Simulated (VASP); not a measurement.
# AlN (P6_3mc) in VASP: further runs

The runs below take AlN through single point, with PBE.

Program: VASP 6.6.1. These are calculated values, not measurements. Logs are shortened: lines on timing, memory, paths and dates and some standing lists are left out, and cuts for length are marked.

### 1 The cell of the first run

The structure is hexagonal, space group P6_3mc (No. 186). The conventional cell has a = 3.047 Å, b = 3.047 Å, c = 4.878 Å, α = 90.00°, β = 90.00°, γ = 120.00°. Al (site symmetry 3m) has 4 N at 1.85 to 1.86 Å within 2.5 Å. Within 2.5 Å of N (site symmetry 3m) lie 4 Al at 1.85 to 1.86 Å.

### 2 Single point, PBE (volume scaled by 0.94, then relaxed in part)

Contents of INCAR:

```
SYSTEM = AlN
ALGO = Normal
EDIFF = 1E-6
ENCUT = 520
GGA = PE
ISIF = 2
ISMEAR = -1
LASPH = .True.
LCHARG = .True.
LELF = .True.
LREAL = .False.
LVHAR = .True.
LWAVE = .False.
NBANDS = 16
NELM = 80
PREC = Accurate
SIGMA = 0.02
```

Contents of KPOINTS:

```
k-points
0
Gamma
  11 11 6
  0 0 0
```

Contents of POSCAR:

```
AlN
1.0
    3.0465127981      0.0000000000      0.0000000000
   -1.5232563991      2.6383574761      0.0000000000
    0.0000000000      0.0000000000      4.8783388214
Al N
2 2
Direct
    0.6666666667      0.3333333333      0.0000000000
    0.3333333333      0.6666666667      0.5000000000
    0.6666666667      0.3333333333      0.3820000000
    0.3333333333      0.6666666667      0.8820000000
```

Potentials or basis: VASP PAW PBE potentials, release 64 (Al, N).

The run is started by

```console
$ cat potpaw_PBE.64/Al/POTCAR potpaw_PBE.64/N/POTCAR > POTCAR
$ mpirun -np 1 vasp_std > vasp.out
```

OUTCAR:

```text
SYSTEM = AlN
   EDIFF = 1E-6
   ENCUT = 520
   GGA = PE
   ISIF = 2
   ISMEAR = -1
   LASPH = .True.
   LREAL = .False.
   NELM = 80
   PREC = Accurate

 ion  position               nearest neighbor table
   1  0.667  0.333  0.000-   4 1.85   4 1.85   4 1.85   3 1.86   2 3.01   2 3.01   2 3.01   2 3.01
                             2 3.01   2 3.01
   2  0.333  0.667  0.500-   3 1.85   3 1.85   3 1.85   4 1.86   1 3.01   1 3.01   1 3.01   1 3.01
                             1 3.01   1 3.01
   3  0.667  0.333  0.382-   2 1.85   2 1.85   2 1.85   1 1.86
   4  0.333  0.667  0.882-   1 1.85   1 1.85   1 1.85   2 1.86

  LATTYP: Found a hexagonal cell.
 ALAT       =     3.0465127981
 C/A-ratio  =     1.6012861736

  Lattice vectors:

 A1 = (   3.0465127981,   0.0000000000,   0.0000000000)
 A2 = (  -1.5232563991,   2.6383574761,   0.0000000000)
 A3 = (   0.0000000000,   0.0000000000,   4.8783388214)

Analysis of symmetry for initial positions (statically):
=====================================================================
 Subroutine PRICEL returns:
 Original cell was already a primitive cell.

 Routine SETGRP: Setting up the symmetry group for a
 hexagonal supercell.

 Subroutine GETGRP returns: Found 12 space group operations
 (whereof  6 operations were pure point group operations)
 out of a pool of 24 trial point group operations.

The static configuration has the point symmetry C_3v.
 The point group associated with its full space group is C_6v.

Analysis of symmetry for dynamics (positions and initial velocities):
=====================================================================
 Subroutine PRICEL returns:
 Original cell was already a primitive cell.

 Routine SETGRP: Setting up the symmetry group for a
 hexagonal supercell.

 Subroutine GETGRP returns: Found 12 space group operations
 (whereof  6 operations were pure point group operations)
 out of a pool of 24 trial point group operations.

The dynamic configuration has the point symmetry C_3v.
 The point group associated with its full space group is C_6v.

 Subroutine INISYM returns: Found 12 space group operations
 (whereof  6 operations are pure point group operations),
 and found     1 'primitive' translations

----------------------------------------------------------------------------------------

                                     Primitive cell

  volume of cell :      39.2111

  direct lattice vectors                    reciprocal lattice vectors
     3.046512798  0.000000000  0.000000000     0.328244149  0.189511848  0.000000000
    -1.523256399  2.638357476  0.000000000     0.000000000  0.379023695  0.000000000
     0.000000000  0.000000000  4.878338821     0.000000000  0.000000000  0.204987812

  length of vectors
     3.046512798  3.046512798  4.878338821     0.379023695  0.379023695  0.204987812

  position of ions in fractional coordinates (direct lattice)
     0.666666667  0.333333333  0.000000000
     0.333333333  0.666666667  0.500000000
     0.666666667  0.333333333  0.382000000
     0.333333333  0.666666667  0.882000000

  ion indices of the primitive-cell ions
   primitive index   ion index
                 1           1
                 2           2
                 3           3
                 4           4

----------------------------------------------------------------------------------------

 KPOINTS: k-points

Automatic generation of k-mesh.
 Grid dimensions read from file:
 generate k-points for:   11   11    6

 Generating k-lattice:

  Cartesian coordinates                     Fractional coordinates (reciprocal lattice)
     0.029840377  0.017228350  0.000000000     0.090909091 -0.000000000  0.000000000
     0.000000000  0.034456700  0.000000000     0.000000000  0.090909091  0.000000000
     0.000000000  0.000000000  0.034164635     0.000000000  0.000000000  0.166666667

  Length of vectors
     0.034456700  0.034456700  0.034164635

  Shift w.r.t. Gamma in fractional coordinates (k-lattice)
     0.000000000  0.000000000  0.000000000

 Subroutine IBZKPT returns following result:
 ===========================================

 Found     64 irreducible k-points:

 Following reciprocal coordinates:
            Coordinates               Weight
  0.000000  0.000000  0.000000      1.000000
  0.090909 -0.000000  0.000000      6.000000
  0.181818  0.000000  0.000000      6.000000
  0.272727 -0.000000  0.000000      6.000000
  0.363636  0.000000  0.000000      6.000000
  0.454545  0.000000  0.000000      6.000000
[... 16 lines left out ...]
  0.090909  0.090909  0.166667     12.000000
  0.181818  0.090909  0.166667     24.000000
 [... further k-points ...]
   k-points           NKPTS =     64   k-points in BZ     NKDIM =     64   number of bands    NBANDS=     16
   number of dos      NEDOS =    301   number of ions     NIONS =      4
   total plane-waves  NPLWV =  20736
   dimension x,y,z NGX =    24 NGY =   24 NGZ =   36
   dimension x,y,z NGXF=    48 NGYF=   48 NGZF=   72
   ions per type =               2   2
   NGX,Y,Z   is equivalent  to a cutoff of  13.10, 13.10, 12.27 a.u.
   NGXF,Y,Z  is equivalent  to a cutoff of  26.19, 26.19, 24.54 a.u.
 SYSTEM =  AlN
   PREC   = accura    normal or accurate (medium, high low for compatibility)
   ISTART =      0    job   : 0-new  1-cont  2-samecut
   ICHARG =      2    charge: 1-file 2-atom 10-const
   ISPIN  =      1    spin polarized calculation?
   LNONCOLLINEAR =      F non collinear calculations
   LSORBIT =      F    spin-orbit coupling
   LASPH  =      T    aspherical Exc in radial PAW
   ENCUT  =  520.0 eV  38.22 Ry    6.18 a.u.   5.66  5.66  9.07*2*pi/ulx,y,z
   NELM   =     80;   NELMIN=  2; NELMDL= -5     # of ELM steps
   EDIFF  = 0.1E-05   stopping-criterion for ELM
   LREAL  =      F    real-space projection
   EDIFFG = 0.1E-04   stopping-criterion for IOM
   NSW    =      0    number of steps for IOM
   IBRION =     -1    ionic relax: 0-MD 1-quasi-New 2-CG
   NFREE  =      0    steps in history (QN), initial steepest desc. (CG)
   ISIF   =      2    stress and relaxation
   ISYM   =      2    0-nonsym 1-usesym 2-fastsym
   POTIM  = 0.5000    time-step for ionic-motion
   TEBEG  =    0.0;   TEEND  =   0.0 temperature during run
   PSTRESS=    0.0 pullay stress
   NELECT =      16.0000    total number of electrons
   NUPDOWN=      -1.0000    fix difference up-down
   EMIN   =  10.00;   EMAX   =-10.00  energy-range for DOS
   EFERMI =   0.00;   METHOD = LEGACY
   ISMEAR =    -1;   SIGMA  =   0.02  broadening in eV -4-tet -1-fermi 0-gaus
   EFERMI_NEDOS =   21; number of points for ismear=-14 and -15
   IALGO  =     38    algorithm
   IMIX   =      4    mixing-type and parameters
     AMIX     =   0.40;   BMIX     =  1.00
     AMIX_MAG =   1.60;   BMIX_MAG =  1.00
  volume/ion in A,a.u.               =       9.80        66.15
  Fermi-wavevector in a.u.,A,eV,Ry     =   1.214261  2.294620 20.060827  1.474429
  Thomas-Fermi vector in A             =   2.349686
   LORBIT       =      0    0 simple, 1 ext, 2 COOP (PROOUT), +10 PAW based schemes
   GGA     = PE    functional components
   LHFCALC =     F    Hartree Fock is set to
   AEXX    =    0.0000 exact exchange contribution
   IVDW    =     0    specifies the selected vdW correction
   LEPSILON=     F    determine dielectric tensor
   LRPA    =     F    only Hartree local field effects (RPA)
 non-spin polarized calculation
  energy-cutoff  :      520.00
  volume of cell :       39.21
 maximum number of plane-waves:      1087
 NGX is ok and might be reduce to    24
   NGX = 11   NGY = 11   NGZ = 19

 number of electron      15.9999999 magnetization

 Free energy of the ion-electron system (eV)
  ---------------------------------------------------
  ext. energy  EPLUGINS =         0.00000000
  ---------------------------------------------------
  free energy    TOTEN  =       -29.60016805 eV

  energy without entropy =      -29.60016805  energy(sigma->0) =      -29.60016805

 E-fermi :   7.2160     XC(G=0): -11.1886

 val. band max:        6.7830660988   @ k =   0.0000   0.0000   0.0000
 cond. band min:      11.5538995905   @ k =   0.0000   0.0000   0.0000
 fundamental gap:      4.7708334917
 Fermi energy:         7.2159924009

 k-point     1 :       0.0000    0.0000    0.0000
  band No.  band energies     occupation
      1      -8.8002      2.00000
      2      -6.4523      2.00000
      3       0.4943      2.00000
      4       5.8819      2.00000
      5       5.8819      2.00000
      6       6.5457      2.00000
[... 8 lines left out ...]
     15      20.5337      0.00000
     16      20.5337      0.00000

 k-point     2 :       0.0909   -0.0000    0.0000
  band No.  band energies     occupation
      1      -8.6868      2.00000
      2      -6.3872      2.00000
      3       0.6260      2.00000
      4       5.3804      2.00000
      5       5.7366      2.00000
      6       6.0720      2.00000
[... 8 lines left out ...]
     15      20.5295      0.00000
     16      20.5715      0.00000

 k-point     3 :       0.1818    0.0000    0.0000
  band No.  band energies     occupation
      1      -8.3580      2.00000
      2      -6.2126      2.00000
      3       1.0130      2.00000
      4       4.1932      2.00000
      5       5.0749      2.00000
      6       5.4099      2.00000
[... 8 lines left out ...]
     15      19.7257      0.00000
     16      19.8593      0.00000

 k-point     4 :       0.2727   -0.0000    0.0000
  band No.  band energies     occupation
      1      -7.8522      2.00000
      2      -5.9947      2.00000
      3       1.6273      2.00000
      4       2.8667      2.00000
      5       3.9958      2.00000
      6       5.0558      2.00000
[... 8 lines left out ...]
     15      19.5424      0.00000
     16      20.9403      0.00000

 k-point     5 :       0.3636    0.0000    0.0000
  band No.  band energies     occupation
      1      -7.2525      2.00000
      2      -5.8496      2.00000
      3       1.7753      2.00000
      4       2.4031      2.00000
      5       3.0805      2.00000
      6       4.7738      2.00000
[... 8 lines left out ...]
     15      19.6054      0.00000
     16      22.2067      0.00000

 k-point     6 :       0.4545    0.0000    0.0000
  band No.  band energies     occupation
      1      -6.7439      2.00000
      2      -5.8723      2.00000
      3       1.1681      2.00000
      4       2.5349      2.00000
      5       3.1411      2.00000
      6       4.6202      2.00000
[... 8 lines left out ...]
     15      20.0061      0.00000
     16      22.7656      0.00000
[... 267 lines left out ...]
 k-point    21 :       0.3636    0.0000    0.1667
  band No.  band energies     occupation
      1      -7.1692      2.00000
      2      -5.9549      2.00000
      3       1.4827      2.00000
      4       2.5641      2.00000
      5       3.2460      2.00000
      6       4.8511      2.00000
[... 8 lines left out ...]
     15      19.9239      0.00000
     16      22.0553      0.00000

 k-point    22 :       0.4545    0.0000    0.1667
  band No.  band energies     occupation
      1      -6.6822      2.00000
      2      -5.9230      2.00000
      3       1.0018      2.00000
      4       2.1350      2.00000
      5       3.5998      2.00000
      6       4.7004      2.00000
[... 8 lines left out ...]
     15      19.9205      0.00000
     16      22.6587      0.00000

 k-point    23 :       0.0909    0.0909    0.1667
  band No.  band energies     occupation
      1      -8.3559      2.00000
      2      -6.4771      2.00000
      3       1.2250      2.00000
      4       4.8047      2.00000
      5       4.8672      2.00000
      6       5.6617      2.00000
[... 8 lines left out ...]
     15      19.9245      0.00000
     16      20.6209      0.00000

 k-point    24 :       0.1818    0.0909    0.1667
  band No.  band energies     occupation
      1      -7.9442      2.00000
      2      -6.2471      2.00000
      3       1.5949      2.00000
      4       3.6449      2.00000
      5       4.0675      2.00000
      6       5.2120      2.00000
[... 8 lines left out ...]
     15      19.8547      0.00000
     16      20.8387      0.00000

 [... further k-points ...]
[... 5 lines left out ...]
  --------------------------------------------------------------------------------------
  -------------------------------------------------------------------------------------
  Total        4.6183386      4.6183386      4.3443695     -0.0000000      0.0000000      0.0000000
  in kB      188.7068862    188.7068862    177.5124160     -0.0000000      0.0000000      0.0000000
  external PRESSURE =     184.9753961 kB  Pullay stress =       0.0000000 kB

 VOLUME and BASIS-vectors are now :
 -----------------------------------------------------------------------------
  energy-cutoff  :      520.00
  volume of cell :       39.21
      direct lattice vectors                 reciprocal lattice vectors
     3.046512798  0.000000000  0.000000000     0.328244149  0.189511848  0.000000000
    -1.523256399  2.638357476  0.000000000     0.000000000  0.379023695  0.000000000
     0.000000000  0.000000000  4.878338821     0.000000000  0.000000000  0.204987812

 POSITION                                       TOTAL-FORCE (eV/Angst)
 -----------------------------------------------------------------------------------
      1.52326      0.87945      0.00000         0.000000      0.000000     -0.016497
     -0.00000      1.75890      2.43917         0.000000     -0.000000     -0.016497
      1.52326      0.87945      1.86353        -0.000000      0.000000      0.016497
     -0.00000      1.75890      4.30269         0.000000     -0.000000      0.016497
 -----------------------------------------------------------------------------------
    total drift:                                0.000000      0.000000     -0.000045

  FREE ENERGIE OF THE ION-ELECTRON SYSTEM (eV)
  ---------------------------------------------------
  free  energy   TOTEN  =       -29.6001680520 eV

  energy  without entropy=      -29.6001680520  energy(sigma->0) =      -29.60016805
```

Run time: 16 s. Hardware: 1 thread of Intel Xeon Platinum 8488C (Sapphire Rapids), shared host; peak memory 0.16 GiB.

What came out:

```yaml
Free_energy: -29.6002 eV
Pressure: 18.5 GPa
Largest_force: 0.016 eV/Å
Band_gap_on_the_k_mesh: 4.77 eV, direct
```

Forces on the atoms (eV/Å):
```
Al   0.000  0.000 -0.016
Al   0.000  0.000 -0.016
N    0.000  0.000  0.016
N    0.000  0.000  0.016
```

 A k mesh can miss the band edges.

### 3 Single point, PBE (volume scaled by 0.96, then relaxed in part)

Contents of INCAR:

```
PREC = Accurate
ENCUT = 520
EDIFF = 1E-7
ISMEAR = -1
SIGMA = 0.02
LREAL = False
LASPH = True
NELM = 80
ALGO = Normal
ISIF = 2
LWAVE = False
LCHARG = True
GGA = PE
LELF = True
LVHAR = True
NBANDS = 16
```

Contents of KPOINTS:

```
Automatic mesh
0
Gamma
  11 11 6
```

Contents of POSCAR:

```
AlN
1.0
    3.0679678205      0.0000000000      0.0000000000
   -1.5339839102      2.6569380705      0.0000000000
    0.0000000000      0.0000000000      4.9126944521
Al N
2 2
Direct
    0.6666666667      0.3333333333      0.0000000000
    0.3333333333      0.6666666667      0.5000000000
    0.6666666667      0.3333333333      0.3820000000
    0.3333333333      0.6666666667      0.8820000000
```

Potentials or basis: VASP PAW PBE potentials, release 64 (Al, N).

The run is started by

```console
$ cat potpaw_PBE.64/Al/POTCAR potpaw_PBE.64/N/POTCAR > POTCAR
$ mpirun -np 1 vasp_std > vasp.out
```

It took 21 s on 1 thread of Intel Xeon Platinum 8488C (Sapphire Rapids), shared host; peak memory 0.17 GiB.

It converged, with:

- Free energy: -29.6827 eV
- Pressure: 13.1 GPa
- Largest force: 0.007 eV/Å
- Band gap on the k mesh: 4.58 eV, direct

Forces on the atoms (eV/Å):
```
Al   0.000  0.000 -0.007
Al   0.000  0.000 -0.007
N    0.000  0.000  0.007
N    0.000  0.000  0.007
```

Stress tensor (GPa, compression positive):
```
13.38  0.00  0.00
 0.00 13.38  0.00
 0.00  0.00 12.64
```

Levels at points of the mesh, in eV from the valence-band top:
```csv
k point,band 5,band 6,band 7,band 8,band 9,band 10,band 11,band 12
"(0.00, 0.00, 0.00)",-0.89,-0.23,-0.23,0.00,4.58,7.03,10.96,11.45
"(0.00, 0.00, 0.50)",-0.57,-0.57,-0.57,-0.57,6.83,6.83,10.67,10.67
```

### 4 Single point, PBE (z stretched by -3 %, then relaxed in part)

Contents of INCAR:

```
ALGO = Normal
EDIFF = 1E-7
ENCUT = 520
GGA = PE
ISIF = 2
ISMEAR = -1
LASPH = True
LCHARG = False
LREAL = False
LWAVE = False
NBANDS = 16
NELM = 60
PREC = Accurate
SIGMA = 0.02
```

Contents of KPOINTS:

```
k-points
0
Gamma
  11 11 6
```

Contents of POSCAR:

```
AlN
1.0
    3.1100000000      0.0000000000      0.0000000000
   -1.5550000000      2.6933390058      0.0000000000
    0.0000000000      0.0000000000      4.8306000000
Al N
2 2
Direct
    0.6666666667      0.3333333333     -0.0033901822
    0.3333333333      0.6666666667      0.4966098178
    0.6666666667      0.3333333333      0.3853901822
    0.3333333333      0.6666666667      0.8853901822
```

The run is started by

```console
$ cat potpaw_PBE.64/Al/POTCAR potpaw_PBE.64/N/POTCAR > POTCAR
$ mpirun -np 1 vasp_std > vasp.out
```

It took 20 s on 1 thread of Intel Xeon Platinum 8488C (Sapphire Rapids), shared host; peak memory 0.17 GiB.

Results (log left out):

```yaml
Free_energy: -29.6969 eV
Pressure: 10.1 GPa
Band_gap_on_the_k_mesh: 4.30 eV, direct
```

Stress tensor (GPa, compression positive):
```
 7.80  0.00  0.00
 0.00  7.80  0.00
 0.00  0.00 14.69
```

Levels at points of the mesh, in eV from the valence-band top:
```
           k point  band 5  band 6  band 7  band 8  band 9  band 10  band 11  band 12
(0.00, 0.00, 0.00)   -1.26   -0.51   -0.51    0.00    4.30     6.46    10.87    10.87
(0.00, 0.00, 0.50)   -0.89   -0.89   -0.89   -0.89    6.46     6.46    10.51    10.51
```

Caveat: the cell differs from its parent crystal (z stretched by -3 %, then relaxed in part). A k mesh can miss the band edges.

[end of part 1 of 2]
